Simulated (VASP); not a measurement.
# Be in VASP: notebook, part 2 of 2

VASP 6.6.1.

## Step 4: Single point, PBEsol

This run uses another cell than the first one: it holds 8 atoms, not 6.

INCAR

```
SYSTEM = Be
PREC     = Accurate       ! precision mode
ENCUT    = 520            ! plane-wave cutoff, eV
EDIFF    = 1E-6           ! SCF threshold, eV
ISMEAR   = 1              ! smearing method
SIGMA    = 0.1            ! smearing width, eV
LREAL    = .False.        ! projectors in reciprocal space
LASPH    = .True.         ! aspherical terms in the spheres
NELM     = 80             ! most SCF steps
ALGO     = Normal         ! electronic algorithm
ISIF     = 2              ! what is computed and relaxed
LWAVE    = .False.        ! write WAVECAR
LCHARG   = .False.        ! write CHGCAR
LDIPOL   = .True.       
IDIPOL   = 3            
DIPOL    = 0.5 0.5 0.500
GGA      = PS             ! functional
NBANDS   = 18             ! bands
```

KPOINTS

```
regular mesh
0
Gamma
  17 17 1
  0 0 0
```

POSCAR

```
Be
1.0
    2.2575068440      0.0000000000      0.0000000000
    1.1287534220      1.9550582760      0.0000000000
    0.0000000000      0.0000000000     28.4293080350
Be
8
Direct
    0.6666666667      0.6666666667      0.2813997439
    0.0000000000      0.0000000000      0.3438569599
    0.6666666667      0.6666666667      0.4063141760
    0.0000000000      0.0000000000      0.4687713920
    0.6666666667      0.6666666667      0.5312286080
    0.0000000000      0.0000000000      0.5936858240
    0.6666666667      0.6666666667      0.6561430401
    0.0000000000      0.0000000000      0.7186002561
```

Potentials or basis: VASP PAW PBE potentials, release 64 (Be).

Launch:

```console
$ cat potpaw_PBE.64/Be/POTCAR > POTCAR
$ mpirun -np 1 vasp_std > vasp.out
```

OUTCAR:

```text
SYSTEM = Be
   PREC = Accurate
   ENCUT = 520
   EDIFF = 1E-6
   ISMEAR = 1
   LREAL = .False.
   LASPH = .True.
   NELM = 80
   ISIF = 2
   GGA = PS

 ion  position               nearest neighbor table
   1  0.667  0.667  0.281-   2 2.20   2 2.20   2 2.20
   2  0.000  0.000  0.344-   1 2.20   1 2.20   1 2.20   3 2.20   3 2.20   3 2.20
   3  0.667  0.667  0.406-   4 2.20   4 2.20   4 2.20   2 2.20   2 2.20   2 2.20
   4  0.000  0.000  0.469-   3 2.20   5 2.20   3 2.20   5 2.20   3 2.20   5 2.20
   5  0.667  0.667  0.531-   4 2.20   6 2.20   4 2.20   6 2.20   4 2.20   6 2.20
[... 727 lines left out ...]
  in kB      -21.9462149    -21.9462149     24.7055721     -0.0000000      0.0000000      0.0000000
  external PRESSURE =      -6.3956192 kB  Pullay stress =       0.0000000 kB

 VOLUME and BASIS-vectors are now :
 -----------------------------------------------------------------------------
  energy-cutoff  :      520.00
  volume of cell :      125.47
      direct lattice vectors                 reciprocal lattice vectors
     2.257506844  0.000000000  0.000000000     0.442966542 -0.255746852  0.000000000
     1.128753422  1.955058276  0.000000000     0.000000000  0.511493704  0.000000000
     0.000000000  0.000000000 28.429308035     0.000000000  0.000000000  0.035174968

 POSITION                                       TOTAL-FORCE (eV/Angst)
 -----------------------------------------------------------------------------------
      2.25751      1.30337      8.00000        -0.000000     -0.000000     -0.227041
      0.00000      0.00000      9.77562        -0.000000     -0.000000      0.082569
      2.25751      1.30337     11.55123         0.000000      0.000000      0.019106
      0.00000      0.00000     13.32685         0.000000      0.000000      0.028975
      2.25751      1.30337     15.10246         0.000000     -0.000000     -0.028975
      0.00000      0.00000     16.87808        -0.000000     -0.000000     -0.019106
      2.25751      1.30337     18.65369        -0.000000      0.000000     -0.082569
      0.00000      0.00000     20.42931         0.000000      0.000000      0.227041
 -----------------------------------------------------------------------------------
    total drift:                                0.000000      0.000000     -0.000000

  FREE ENERGIE OF THE ION-ELECTRON SYSTEM (eV)
  ---------------------------------------------------
  free  energy   TOTEN  =       -30.8884881934 eV

  energy  without entropy=      -30.8843240384  energy(sigma->0) =      -30.88710014

 vacuum level on the upper side and lower side of the slab         6.015         6.015
```

Run time: 1.8 min. Hardware: 1 thread of Intel Xeon Platinum 8259CL at 2.50GHz (Skylake/Cascade Lake), shared host; peak memory 0.26 GiB.

Results:

```yaml
Free_energy: -30.8885 eV
Largest_force: 0.227 eV/Å
Band_gap_on_the_k_mesh: zero (band 8 reaches 1.53 eV, above the bottom of band 9 at -1.85 eV)
```

Forces in eV/Å, atoms in the order of the input:
```
Be   0.000  0.000 -0.227
Be   0.000  0.000  0.083
Be   0.000  0.000  0.019
Be   0.000  0.000  0.029
Be   0.000  0.000 -0.029
Be   0.000  0.000 -0.019
Be   0.000  0.000 -0.083
Be   0.000  0.000  0.227
```

Caveat: the PAW data sets were made with another functional, which shifts forces and pressure a little.

## Step 5: Single point, r2SCAN

This run uses another cell than the first one, of 18.42 Å³/atom, 1.007 times its volume.

POSCAR

```
Be
1.0
    2.2637823170      0.0000000000      0.0000000000
    1.1318911590      1.9604929950      0.0000000000
    0.0000000000      0.0000000000     24.9043193810
Be
6
Direct
    0.6666666667      0.6666666667      0.3212294172
    0.0000000000      0.0000000000      0.3927376503
    0.6666666667      0.6666666667      0.4642458834
    0.0000000000      0.0000000000      0.5357541166
    0.6666666667      0.6666666667      0.6072623497
    0.0000000000      0.0000000000      0.6787705828
```

INCAR.step1

```
SYSTEM = Be
PREC = Accurate
ENCUT = 520
ISMEAR = 1
SIGMA = 0.1
LREAL = .FALSE.
LASPH = .TRUE.
NELM = 100
LDIPOL = .TRUE.
IDIPOL = 3
DIPOL = 0.5 0.5 0.500
NBANDS = 15
GGA = PE
ALGO = Normal
EDIFF = 1E-4
LWAVE = .TRUE.
LCHARG = .FALSE.
```

INCAR.step2

```
SYSTEM = Be
PREC = Accurate
ENCUT = 520
EDIFF = 1E-7
ISMEAR = 1
SIGMA = 0.1
LREAL = .FALSE.
LASPH = .TRUE.
NELM = 100
ALGO = Normal
ISIF = 2
LWAVE = .FALSE.
LCHARG = .FALSE.
LDIPOL = .TRUE.
IDIPOL = 3
DIPOL = 0.5 0.5 0.500
METAGGA = R2SCAN
LMIXTAU = .TRUE.
NBANDS = 15
ISTART = 1
```

KPOINTS

```
Automatic mesh
0
G
  17 17 1
  0 0 0
```

Potentials or basis: VASP PAW PBE potentials, release 64 (Be).

Launch:

```console
$ cat potpaw_PBE.64/Be/POTCAR > POTCAR
$ cp INCAR.step1 INCAR
$ mpirun -np 1 vasp_std > vasp.out
$ cp INCAR.step2 INCAR
$ mpirun -np 1 vasp_std > vasp.out
```

OUTCAR:

```text
SYSTEM = Be
   PREC = Accurate
   ENCUT = 520
   EDIFF = 1E-7
   ISMEAR = 1
   LREAL = .FALSE.
   LASPH = .TRUE.
   NELM = 100
   ISIF = 2
   METAGGA = R2SCAN
   ISTART = 1

 ion  position               nearest neighbor table
   1  0.667  0.667  0.321-   2 2.21   2 2.21   2 2.21
   2  0.000  0.000  0.393-   1 2.21   3 2.21   1 2.21   3 2.21   1 2.21   3 2.21
   3  0.667  0.667  0.464-   2 2.21   2 2.21   2 2.21   4 2.21   4 2.21   4 2.21
   4  0.000  0.000  0.536-   5 2.21   5 2.21   5 2.21   3 2.21   3 2.21   3 2.21
   5  0.667  0.667  0.607-   4 2.21   6 2.21   4 2.21   6 2.21   4 2.21   6 2.21
   6  0.000  0.000  0.679-   5 2.21   5 2.21   5 2.21

  LATTYP: Found a hexagonal cell.
 ALAT       =     2.2637823171
 C/A-ratio  =    11.0011988312

  Lattice vectors:

 A1 = (  -1.1318911590,  -1.9604929950,   0.0000000000)
 A2 = (   2.2637823170,   0.0000000000,   0.0000000000)
 A3 = (   0.0000000000,   0.0000000000,  24.9043193810)

Analysis of symmetry for initial positions (statically):
=====================================================================
 Subroutine PRICEL returns:
[... 615 lines left out ...]
      7       0.7448     -0.00000
      8       4.2393      0.00000
      9       6.7410      0.00000
     10       7.0889      0.00000
     11       7.9098      0.00000
     12       8.4479      0.00000
     13       8.7440      0.00000
     14       8.9295      0.00000
     15       9.5372      0.00000

 [... further k-points ...]

------------------------ aborting loop because EDIFF is reached ----------------------------------------

 vacuum level on the upper side and lower side of the slab       (xc-potential included)        -0.000        -0.000

  FORCE on cell =-STRESS in cart. coord.  units (eV):
  Direction    XX          YY          ZZ          XY          YZ          ZX
  --------------------------------------------------------------------------------------
  -------------------------------------------------------------------------------------
  Total       -1.6717735     -1.6717735      1.6124793     -0.0000000      0.0000000      0.0000000
  in kB      -24.2333467    -24.2333466     23.3738413     -0.0000000      0.0000000      0.0000000
  external PRESSURE =      -8.3642840 kB  Pullay stress =       0.0000000 kB

 VOLUME and BASIS-vectors are now :
 -----------------------------------------------------------------------------
  energy-cutoff  :      520.00
  volume of cell :      110.53
      direct lattice vectors                 reciprocal lattice vectors
     2.263782317  0.000000000  0.000000000     0.441738586 -0.255037892  0.000000000
     1.131891159  1.960492995  0.000000000     0.000000000  0.510075783  0.000000000
     0.000000000  0.000000000 24.904319381     0.000000000  0.000000000  0.040153677

 POSITION                                       TOTAL-FORCE (eV/Angst)
 -----------------------------------------------------------------------------------
      2.26378      1.30700      8.00000        -0.000000      0.000000     -0.220021
      0.00000      0.00000      9.78086         0.000000      0.000000      0.070625
      2.26378      1.30700     11.56173        -0.000000      0.000000     -0.017929
      0.00000      0.00000     13.34259         0.000000     -0.000000      0.017929
      2.26378      1.30700     15.12346        -0.000000     -0.000000     -0.070625
      0.00000      0.00000     16.90432         0.000000     -0.000000      0.220021
 -----------------------------------------------------------------------------------
    total drift:                                0.000000      0.000000     -0.000000

  FREE ENERGIE OF THE ION-ELECTRON SYSTEM (eV)
  ---------------------------------------------------
  free  energy   TOTEN  =       -25.0284607968 eV

  energy  without entropy=      -25.0285849014  energy(sigma->0) =      -25.02850217

 vacuum level on the upper side and lower side of the slab         5.177         5.177
```

Wall time 5.2 min (1 thread of Intel Xeon Platinum 8259CL at 2.50GHz (Skylake/Cascade Lake), shared host); peak memory 0.26 GiB.

Results:

* Free energy: -25.0285 eV
* Largest force: 0.220 eV/Å
* Band gap on the k mesh: zero (band 6 reaches 0.70 eV, above the bottom of band 7 at -2.77 eV)

Forces in eV/Å, atoms in the order of the input:
```
Be   0.000  0.000 -0.220
Be   0.000  0.000  0.071
Be   0.000  0.000 -0.018
Be   0.000  0.000  0.018
Be   0.000  0.000 -0.071
Be   0.000  0.000  0.220
```

Caveat: the PAW data sets were made with another functional, which shifts forces and pressure a little.

## Step 6: Single point, PBEsol

INCAR

```
SYSTEM = Be
ALGO = Normal
DIPOL = 0.5 0.5 0.500
EDIFF = 1E-6
ENCUT = 520
GGA = PS
IDIPOL = 3
ISIF = 2
ISMEAR = 1
LASPH = .True.
LCHARG = .False.
LDIPOL = .True.
LREAL = .False.
LWAVE = .False.
NBANDS = 15
NELM = 100
PREC = Accurate
SIGMA = 0.1
```

KPOINTS

```
k-points
0
Gamma
  27 27 1
  0 0 0
```

POSCAR

```
Be
1.0
    2.2575068440      0.0000000000      0.0000000000
    1.1287534220      1.9550582760      0.0000000000
    0.0000000000      0.0000000000     24.8780771680
Be
6
Direct
    0.6666666667      0.6666666667      0.3215682605
    0.0000000000      0.0000000000      0.3929409563
    0.6666666667      0.6666666667      0.4643136521
    0.0000000000      0.0000000000      0.5356863479
    0.6666666667      0.6666666667      0.6070590437
    0.0000000000      0.0000000000      0.6784317395
```

Potentials or basis: VASP PAW PBE potentials, release 64 (Be).

Launch:

```console
$ cat potpaw_PBE.64/Be/POTCAR > POTCAR
$ mpirun -np 1 vasp_std > vasp.out
```

Wall time 2.7 min (1 thread of Intel Xeon Platinum 8259CL at 2.50GHz (Skylake/Cascade Lake), shared host); peak memory 0.27 GiB.

The run converged. Its results:

```yaml
Free_energy: -22.8996 eV
Largest_force: 0.184 eV/Å
Band_gap_on_the_k_mesh: zero (band 6 reaches 0.66 eV, above the bottom of band 7 at -2.61 eV)
```

Forces on the atoms (eV/Å):
```
Be   0.000  0.000 -0.184
Be   0.000  0.000  0.081
Be   0.000  0.000 -0.007
Be   0.000  0.000  0.007
Be   0.000  0.000 -0.081
Be   0.000  0.000  0.184
```

Levels at points of the mesh, in eV from the Fermi level:
```
           k point  band 4  band 5  band 6  band 7  band 8  band 9
(0.00, 0.00, 0.00)   -7.32   -5.59   -2.80   -2.36    3.06    4.58
```

Caveat: the PAW data sets were made with another functional, which shifts forces and pressure a little.

## Step 7: Summary

```csv
level,cell,k mesh,gap on the mesh (eV),largest force (eV/Å)
PBEsol,"a = 2.258, b = 2.258, c = 24.878 Å, angles 90.0, 90.0, 60.0°, 6 atoms",17 × 17 × 1,none,0.21
PBE,"a = 2.265, b = 2.265, c = 24.899 Å, angles 90.0, 90.0, 60.0°, 6 atoms",17 × 17 × 1,none,0.02
PBEsol,"a = 2.258, b = 2.258, c = 28.429 Å, angles 90.0, 90.0, 60.0°, 8 atoms",17 × 17 × 1,none,0.23
r2SCAN,"a = 2.264, b = 2.264, c = 24.904 Å, angles 90.0, 90.0, 60.0°, 6 atoms",17 × 17 × 1,none,0.22
PBEsol,"a = 2.258, b = 2.258, c = 24.878 Å, angles 90.0, 90.0, 60.0°, 6 atoms",27 × 27 × 1,none,0.18
```

Alike in all rows: task single point; potentials or basis VASP PAW PBE potentials, release 64 (Be); no spin polarisation; cutoff (eV) 520; smearing methfessel-paxton 0.1 eV.

Caveats: the PAW data sets were made with another functional, which shifts forces and pressure a little (some runs).

Absolute energies hang on the potentials; compare differences alone.
